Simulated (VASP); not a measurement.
# ReS2 in VASP: notebook, part 2 of 2

VASP 6.6.1.

**3. Single point, LDA**

Contents of INCAR:

```
SYSTEM = ReS2
PREC     = Accurate       ! precision mode
ENCUT    = 520            ! plane-wave cutoff, eV
EDIFF    = 1E-6           ! SCF threshold, eV
ISMEAR   = 0              ! smearing method
SIGMA    = 0.01           ! smearing width, eV
LREAL    = Auto         
LASPH    = .True.         ! aspherical terms in the spheres
NELM     = 80             ! most SCF steps
ALGO     = Normal         ! electronic algorithm
ISIF     = 2              ! what is computed and relaxed
LWAVE    = .False.        ! write WAVECAR
LCHARG   = .False.        ! write CHGCAR
GGA      = CA             ! functional
NBANDS   = 94             ! bands
LUSENCCL = .False.
```

Contents of KPOINTS:

```
Automatic mesh
0
Gamma
  4 4 1
  0 0 0
```

Contents of POSCAR:

```
ReS2
1.0
    6.2991849590     -0.0061710578      0.0000000000
    3.0878868001      5.6102736789      0.0000000000
    0.0000000000      0.0000000000     23.0000000000
Re S
8 16
Direct
    0.1130287998      0.1969780309      0.3666203765
    0.2358341566      0.5715523585      0.3714496103
    0.6862881407      0.1701644103      0.3684373870
    0.6625101732      0.5987226192      0.3698326511
    0.6356934831      0.7269137528      0.6285504577
    0.7584988678      1.1014882043      0.6333796497
    1.2090173690      0.6997437915      0.6301673186
    1.1852394255      1.1283020028      0.6315625799
    0.8581604732      0.7883593739      0.3182166168
    0.3197427164      0.8194689448      0.3109366647
    0.0288323774      0.9491039355      0.4270277238
   -0.0085170226      0.4878209861      0.4368200448
    0.4908437521      0.9805698256      0.4198631723
    0.8186537495      0.3267619498      0.2937392349
    0.5291391217      0.4424964194      0.4445444240
    0.3584576400      0.2794569630      0.3013908672
    1.3806838161      1.3178965872      0.5801368122
    0.8426949751      1.3493625495      0.5729723056
    0.5517845694      1.4789973439      0.6890633968
    0.5130700612      1.0190097478      0.6986091043
    1.0133671062      1.5101070495      0.6817833586
    1.3423886462      0.8559700752      0.5554555471
    1.0528739685      0.9717046382      0.7062607442
    0.8800444676      0.8106455005      0.5631799516
```

Potentials or basis: VASP PAW LDA potentials, release 64 (Re, S).

Run with:

```sh
cat potpaw_LDA.64/Re/POTCAR potpaw_LDA.64/S/POTCAR > POTCAR
mpirun -np 1 vasp_std > vasp.out
```

OUTCAR:

```text
SYSTEM = ReS2
   PREC = Accurate
   ENCUT = 520
   EDIFF = 1E-6
   ISMEAR = 0
   LREAL = Auto
   LASPH = .True.
   NELM = 80
   ISIF = 2
   GGA = CA

 ion  position               nearest neighbor table
   1  0.113  0.197  0.367-  12 2.30  14 2.34  11 2.35  16 2.39  13 2.43  10 2.48   4 2.77   3 2.78
                             2 2.86
   2  0.236  0.572  0.371-  16 2.30  15 2.34  10 2.35  12 2.39   9 2.43  11 2.48   3 2.76   4 2.78
                             1 2.86
   3  0.686  0.170  0.368-  15 2.33  14 2.34  11 2.35  16 2.40  13 2.41   9 2.44   4 2.68   2 2.76
                             1 2.78
   4  0.663  0.599  0.370-  14 2.33  15 2.34  10 2.36  12 2.40   9 2.42  13 2.43   3 2.68   1 2.77
                             2 2.78
   5  0.636  0.727  0.629-  20 2.30  22 2.34  19 2.35  24 2.39  21 2.43  18 2.48   8 2.76   7 2.78
                             6 2.86
   6  0.758  0.101  0.633-  24 2.30  23 2.34  18 2.35  20 2.39  17 2.43  19 2.48   7 2.77   8 2.78
                             5 2.86
   7  0.209  0.700  0.630-  23 2.33  22 2.34  19 2.36  24 2.40  21 2.42  17 2.43   8 2.68   6 2.77
                             5 2.78
   8  0.185  0.128  0.632-  22 2.33  23 2.34  18 2.35  20 2.40  17 2.41  21 2.44   7 2.68   5 2.76
                             6 2.78
   9  0.858  0.788  0.318-   4 2.42   2 2.43   3 2.44
  10  0.320  0.819  0.311-   2 2.35   4 2.36   1 2.48
  11  0.029  0.949  0.427-   3 2.35   1 2.35   2 2.48
  12  0.991  0.488  0.437-   1 2.30   2 2.39   4 2.40
  13  0.491  0.981  0.420-   3 2.41   1 2.43   4 2.43
  14  0.819  0.327  0.294-   4 2.33   1 2.34   3 2.34
[... 8 lines left out ...]
  23  0.053  0.972  0.706-   7 2.33   6 2.34   8 2.34
  24  0.880  0.811  0.563-   6 2.30   5 2.39   7 2.40

  LATTYP: Found a simple monoclinic cell.
 ALAT       =     6.2991879818
 B/A-ratio  =     3.6512642688
 C/A-ratio  =     1.0166265738
 COS(beta)  =    -0.4813283504

  Lattice vectors:

 A1 = (   6.2991849590,  -0.0061710578,   0.0000000000)
 A2 = (   0.0000000000,   0.0000000000,  23.0000000000)
 A3 = (  -3.0878868001,  -5.6102736789,   0.0000000000)

Analysis of symmetry for initial positions (statically):
=====================================================================
 Subroutine PRICEL returns:
 Original cell was already a primitive cell.

 Routine SETGRP: Setting up the symmetry group for a
 simple monoclinic supercell.

 Subroutine GETGRP returns: Found  2 space group operations
 (whereof  1 operations were pure point group operations)
 out of a pool of  4 trial point group operations.

The static configuration has the point symmetry C_1 .
 The point group associated with its full space group is S_2 .

Analysis of symmetry for dynamics (positions and initial velocities):
=====================================================================
 Subroutine PRICEL returns:
 Original cell was already a primitive cell.

 Routine SETGRP: Setting up the symmetry group for a
 simple monoclinic supercell.

 Subroutine GETGRP returns: Found  2 space group operations
 (whereof  1 operations were pure point group operations)
 out of a pool of  4 trial point group operations.

The dynamic configuration has the point symmetry C_1 .
 The point group associated with its full space group is S_2 .

 Subroutine INISYM returns: Found  2 space group operations
 (whereof  1 operations are pure point group operations),
 and found     1 'primitive' translations

----------------------------------------------------------------------------------------

                                     Primitive cell
[... 103 lines left out ...]
   number of dos      NEDOS =    301   number of ions     NIONS =     24
   total plane-waves  NPLWV = 414720
   dimension x,y,z NGX =    48 NGY =   48 NGZ =  180
   dimension x,y,z NGXF=    96 NGYF=   96 NGZF=  360
   ions per type =               8  16
   NGX,Y,Z   is equivalent  to a cutoff of  12.67, 12.46, 13.01 a.u.
   NGXF,Y,Z  is equivalent  to a cutoff of  25.34, 24.92, 26.02 a.u.
 SYSTEM =  ReS2
   PREC   = accura    normal or accurate (medium, high low for compatibility)
   ISTART =      0    job   : 0-new  1-cont  2-samecut
   ICHARG =      2    charge: 1-file 2-atom 10-const
   ISPIN  =      1    spin polarized calculation?
   LNONCOLLINEAR =      F non collinear calculations
   LSORBIT =      F    spin-orbit coupling
   LASPH  =      T    aspherical Exc in radial PAW
   ENCUT  =  520.0 eV  38.22 Ry    6.18 a.u.  11.71 11.91 42.76*2*pi/ulx,y,z
   NELM   =     80;   NELMIN=  2; NELMDL= -5     # of ELM steps
   EDIFF  = 0.1E-05   stopping-criterion for ELM
   LREAL  =      T    real-space projection
   EDIFFG = 0.1E-04   stopping-criterion for IOM
   NSW    =      0    number of steps for IOM
   IBRION =     -1    ionic relax: 0-MD 1-quasi-New 2-CG
   NFREE  =      0    steps in history (QN), initial steepest desc. (CG)
   ISIF   =      2    stress and relaxation
   ISYM   =      2    0-nonsym 1-usesym 2-fastsym
   POTIM  = 0.5000    time-step for ionic-motion
   TEBEG  =    0.0;   TEEND  =   0.0 temperature during run
   PSTRESS=    0.0 pullay stress
   NELECT =     152.0000    total number of electrons
   NUPDOWN=      -1.0000    fix difference up-down
   EMIN   =  10.00;   EMAX   =-10.00  energy-range for DOS
   EFERMI =   0.00;   METHOD = LEGACY
   ISMEAR =     0;   SIGMA  =   0.01  broadening in eV -4-tet -1-fermi 0-gaus
   EFERMI_NEDOS =   21; number of points for ismear=-14 and -15
   IALGO  =     38    algorithm
   IMIX   =      4    mixing-type and parameters
     AMIX     =   0.40;   BMIX     =  1.00
     AMIX_MAG =   1.60;   BMIX_MAG =  1.00
  volume/ion in A,a.u.               =      33.89       228.67
  Fermi-wavevector in a.u.,A,eV,Ry     =   0.936007  1.768797 11.920196  0.876110
  Thomas-Fermi vector in A             =   2.062973
   LORBIT       =      0    0 simple, 1 ext, 2 COOP (PROOUT), +10 PAW based schemes
   GGA     = CA    functional components
   LHFCALC =     F    Hartree Fock is set to
   AEXX    =    0.0000 exact exchange contribution
   IVDW    =     0    specifies the selected vdW correction
   LEPSILON=     F    determine dielectric tensor
   LRPA    =     F    only Hartree local field effects (RPA)
 non-spin polarized calculation
 Gauss-broadening in eV      SIGMA  =   0.01
  energy-cutoff  :      520.00
  volume of cell :      813.26
 maximum number of plane-waves:     21924
 NGX is ok and might be reduce to    48
   NGX = 23   NGY = 23   NGZ = 85

 number of electron     151.9999998 magnetization

 Free energy of the ion-electron system (eV)
  ---------------------------------------------------
  ext. energy  EPLUGINS =         0.00000000
  ---------------------------------------------------
  free energy    TOTEN  =      -200.02602907 eV

  energy without entropy =     -200.02602907  energy(sigma->0) =     -200.02602907

 E-fermi :   0.1752     XC(G=0):  -6.2157

 val. band max:        0.1010609154   @ k =   0.0000   0.0000   0.0000
 cond. band min:       1.4711269071   @ k =   0.0000   0.0000   0.0000
 fundamental gap:      1.3700659917
 Fermi energy:         0.1751757075

 k-point     1 :       0.0000    0.0000    0.0000
  band No.  band energies     occupation
      1     -14.9753      2.00000
      2     -14.8716      2.00000
      3     -13.4769      2.00000
      4     -13.3626      2.00000
      5     -13.0468      2.00000
      6     -13.0140      2.00000
[... 899 lines left out ...]
     87       2.5038      0.00000
     88       2.6583      0.00000
 [bands above 88 left out]

------------------------ aborting loop because EDIFF is reached ----------------------------------------

  FORCE on cell =-STRESS in cart. coord.  units (eV):
  Direction    XX          YY          ZZ          XY          YZ          ZX
  --------------------------------------------------------------------------------------
  -------------------------------------------------------------------------------------
  Total        2.6792849      2.7470846      2.5648757     -0.0223349     -0.0819320     -0.0516748
  in kB        5.2783614      5.4119312      5.0529681     -0.0440011     -0.1614112     -0.1018027
  external PRESSURE =       5.2477536 kB  Pullay stress =       0.0000000 kB

 VOLUME and BASIS-vectors are now :
 -----------------------------------------------------------------------------
  energy-cutoff  :      520.00
  volume of cell :      813.26
      direct lattice vectors                 reciprocal lattice vectors
     6.299184959 -0.006171058  0.000000000     0.158665144 -0.087329074  0.000000000
     3.087886800  5.610273679  0.000000000     0.000174525  0.178148366 -0.000000000
     0.000000000  0.000000000 23.000000000    -0.000000000  0.000000000  0.043478261

 POSITION                                       TOTAL-FORCE (eV/Angst)
 -----------------------------------------------------------------------------------
      1.32024      1.10440      8.43227         0.021737     -0.021836     -0.015307
      3.25045      3.20511      8.54334        -0.019924      0.023739      0.018497
      4.84850      0.95043      8.47406        -0.014622     -0.042419     -0.009450
      6.02206      3.35491      8.50615         0.014032      0.040520      0.008813
      6.24898      4.07426     14.45666         0.019924     -0.023739     -0.018497
      5.09131      0.56470     14.56773        -0.021737      0.021836      0.015307
[... 16 lines left out ...]
      3.33358      5.45120     16.24400        -0.002845     -0.001202      0.166314
      8.04674      4.54251     12.95314        -0.001102     -0.037021     -0.126894
 -----------------------------------------------------------------------------------
    total drift:                               -0.000157     -0.006139      0.004581

  FREE ENERGIE OF THE ION-ELECTRON SYSTEM (eV)
  ---------------------------------------------------
  free  energy   TOTEN  =      -200.0260290678 eV

  energy  without entropy=     -200.0260290678  energy(sigma->0) =     -200.02602907
```

Wall time 2.4 min (1 × NVIDIA H100 80GB with 1 thread of AMD EPYC 7R13 (Zen 3), shared host); peak memory 1.9 GiB.

What came out:

```yaml
Free_energy: -200.0260 eV
Largest_force: 0.167 eV/Å
Band_gap_on_the_k_mesh: 1.37 eV
```

Forces in eV/Å, atoms in the order of the input:
```
Re   0.022 -0.022 -0.015
Re  -0.020  0.024  0.018
Re  -0.015 -0.042 -0.009
Re   0.014  0.041  0.009
Re   0.020 -0.024 -0.018
Re  -0.022  0.022  0.015
Re  -0.014 -0.041 -0.009
Re   0.015  0.042  0.009
S    0.006  0.009 -0.069
S   -0.003  0.046 -0.090
S    0.010 -0.048  0.094
S    0.001  0.037  0.127
S   -0.004 -0.009  0.066
S    0.003  0.001 -0.166
S    0.005 -0.001  0.167
S   -0.002 -0.033 -0.129
S    0.004  0.009 -0.066
S   -0.010  0.048 -0.094
S    0.003 -0.046  0.090
S    0.002  0.033  0.129
S   -0.006 -0.009  0.069
S   -0.005  0.001 -0.167
S   -0.003 -0.001  0.166
S   -0.001 -0.037 -0.127
```

Levels at points of the mesh, in eV from the valence-band top:
```tsv
k point	band 72	band 73	band 74	band 75	band 76	band 77	band 78	band 79	band 80	band 81
(0.00, 0.00, 0.00)	-0.37	-0.36	-0.25	-0.11	0.00	1.37	1.46	1.99	2.00	2.11
(0.50, 0.00, 0.00)	-0.72	-0.49	-0.44	-0.41	-0.33	1.58	1.73	1.90	1.98	2.03
(0.00, 0.50, 0.00)	-0.52	-0.49	-0.38	-0.19	-0.18	1.64	1.77	1.83	1.96	2.02
(0.50, 0.50, 0.00)	-0.56	-0.50	-0.46	-0.45	-0.41	1.61	1.71	1.78	1.87	1.91
```

Caveat: spin-orbit coupling is left out, which moves the levels of the heavy elements.
